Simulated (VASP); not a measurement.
The system is TiO2.

```
Ti O
1.0
     2.70603   -2.70666    0.00000
     2.70603    2.70666    0.00000
    -2.63353    0.00000    4.79664
Ti O
2 4
Direct
  0.13411 0.86589 0.25000
  0.86589 0.13411 0.75000
  0.33122 0.08876 0.66715
  0.66878 0.91124 0.33285
  0.91124 0.66878 0.83285
  0.08876 0.33122 0.16715
```

Base run:

- Program: VASP 6.6.1
- Functional: r2SCAN
- Potentials or basis: VASP PAW PBE potentials, release 64 (Ti_sv, O)
- Cutoff: 520 eV
- k mesh: 8 × 8 × 6
- Occupations: gaussian, width 0.02 eV
- Spin: no spin polarisation

Its results: band gap on the k mesh 2.46 eV (least direct gap 2.82 eV); pressure -5.2 GPa; largest force 0.198 eV/Å.

Task: The run is repeated on the same cell with these changes: functional from r2SCAN to PBEsol; cutoff from 520 eV to 600 eV; further incar settings from ALGO = Normal; EDIFF = 1e-07; NBANDS = 33 to ALGO = Normal; EDIFF = 1e-06; NBANDS = 33. What comes out?

Result: Band gap on the k mesh 2.01 eV (least direct gap 2.35 eV); pressure -7.1 GPa; largest force 0.216 eV/Å.

Caveats: the cell stands under tension; the PAW data sets were made with another functional, which shifts forces and pressure a little.

A k mesh can miss the band edges.
